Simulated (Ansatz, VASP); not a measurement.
## SrTiO3: VASP beside Ansatz

```
Sr Ti O
1.0
     3.93641    0.00000    0.00000
     0.00000    3.93641    0.00000
     0.00000    0.00000    3.93641
Sr Ti O
1 1 3
Direct
  0.96403 0.00000 0.00000
  0.54390 0.50000 0.50000
  0.01525 0.50000 0.50000
  0.52521 0.00000 0.50000
  0.52521 0.50000 0.00000
```

Change from the starting cell: mode 1 frozen in at +0.000 Å and mode 7 at -0.173 Å (largest displacements).

Alike in both runs: task single point; functional PBE; k mesh 8 × 8 × 8; occupations gaussian, width 0.05 eV; no spin polarisation.

|  | VASP | Ansatz |
| --- | --- | --- |
| version | VASP 6.6.1 | Ansatz 0.2.0 |
| potentials or method | VASP PAW PBE potentials, release 64 (Sr_sv, Ti_sv, O), cutoff 520 eV | scalar-relativistic, plane waves, PAW |
| valence electrons in the cell | 40 | 40 |

Ansatz gave:

| Property | Result |
| --- | --- |
| gap on the k mesh at the Fermi level (eV) | 1.89 |
| least direct gap on the mesh (eV) | 2.28 |
| pressure (GPa) | 2.5 |
| traceless stress, the component that is largest in VASP (GPa) | 0.75 |
| rms of the force components (eV/Å) | 0.340 |

Task: Estimate VASP's values.

Result: gap on the k mesh at the Fermi level (eV): 1.85; least direct gap on the mesh (eV): 2.27; pressure (GPa): 3.1; traceless stress, the component that is largest in VASP (GPa): 0.79; rms of the force components (eV/Å): 0.360.

Atom by atom the forces differ by 0.024 eV/Å (rms over components).
